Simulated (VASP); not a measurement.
The system is Si2Sb5Se.

```
CELL_PARAMETERS angstrom
-4.24049 4.24049 3.08722
4.24049 -4.24049 3.08722
4.24049 4.24049 -3.08722
ATOMIC_POSITIONS crystal
Si 0.00000 0.00000 0.00000
Si 0.75000 0.25000 0.50000
Sb 0.75879 0.98729 0.22850
Sb 0.75879 0.53029 0.77150
Sb 0.01271 0.24121 0.77150
Sb 0.46971 0.24121 0.22850
Sb 0.25000 0.75000 0.50000
Se 0.50000 0.50000 0.00000
```

The cell was generated, and may not be a known phase.

```yaml
Program: VASP 6.6.1
Task: relaxation of cell and atoms
Functional: PBE
Potentials_or_basis: VASP PAW PBE potentials, release 64 (Si, Sb, Se)
Cutoff: 600 eV
k_mesh: 3 × 3 × 3
Occupations: gaussian, width 0.2 eV
Spin: no spin polarisation
```

At the start: pressure 18.9 GPa; volume 27.76 Å³/atom.

How do energy, volume and symmetry change on relaxing?

Over 31 steps the energy falls by 650.7 meV/atom and the volume is 35.43 Å³/atom (+27.7 %); space group I-4m2 (No. 119, to 0.1 Å) before and after.

The path:
```
step  energy change (eV)  largest force (eV/Å)  pressure (GPa)  volume (Å³)
   1              0.0000                1.8610           18.90       222.06
   2             -3.4191                0.3222           -3.42       343.62
   3             -3.9420                0.3817           -0.04       296.58
   4             -3.9441                0.3754           -0.39       299.92
   5             -4.0028                0.3667           -0.16       297.45
   6             -4.0808                0.6520            0.68       290.36
   7             -4.1223                0.6262            0.47       291.32
   8             -4.2362                0.5905           -0.08       294.09
   9             -4.4435                0.6282           -0.99       299.10
  10             -4.6798                0.5117           -2.20       306.80
  11             -4.6582                0.6714           -1.81       303.70
  12             -4.6982                0.6175           -2.02       305.13
  13             -4.7423                0.5712           -1.93       303.75
  14             -4.8021                0.4107           -1.57       299.71
  15             -4.8729                0.3818           -1.25       296.33
  16             -5.0173                0.2813           -0.12       286.31
  17             -4.9152                0.5554            3.00       266.81
  18             -5.0475                0.2551            0.69       280.32
  19             -5.0479                0.2575            0.81       279.51
  20             -5.0722                0.2507            0.58       281.18
  21             -5.0975                0.2445           -0.04       286.17
  22             -5.0980                0.2441            0.03       285.55
  23             -5.1073                0.2186           -0.08       286.28
  24             -5.1261                0.1850           -0.39       288.48
  25             -5.1252                0.2905           -0.96       292.90
  26             -5.1318                0.2192           -0.68       290.64
  27             -5.1388                0.2225           -0.60       289.90
  28             -5.1562                0.2365           -0.35       287.67
  29             -5.1728                0.2798            0.21       283.24
  30             -5.1850                0.2218            0.20       283.30
  31             -5.2053                0.0643            0.22       283.47
```

Final structure:
```yaml
crystal:
  lattice:
    - [-5.12518, 5.12518, 2.69794]
    - [5.12518, -5.12518, 2.69794]
    - [5.12518, 5.12518, -2.69794]
  atoms:
    - { symbol: Si, position: [0.00000, 0.00000, 0.00000] }
    - { symbol: Si, position: [0.75000, 0.25000, 0.50000] }
    - { symbol: Sb, position: [0.87729, 0.12977, 0.25248] }
    - { symbol: Sb, position: [0.87729, 0.62481, 0.74752] }
    - { symbol: Sb, position: [0.87023, 0.12271, 0.74752] }
    - { symbol: Sb, position: [0.37519, 0.12271, 0.25248] }
    - { symbol: Sb, position: [0.25000, 0.75000, 0.50000] }
    - { symbol: Se, position: [0.50000, 0.50000, 0.00000] }
```

Caveat: the k points lie up to 0.44 Å⁻¹ apart in the final cell, too coarse for converged energies and pressures of a metal; the volume moved by over 15 % at a fixed basis, so the end points are rough; an odd number of electrons without spin polarisation forces a metal; a magnetic or distorted state may lie lower; the relaxation stopped at a loose force limit of 0.08 eV/Å, so its end isn't a converged minimum.
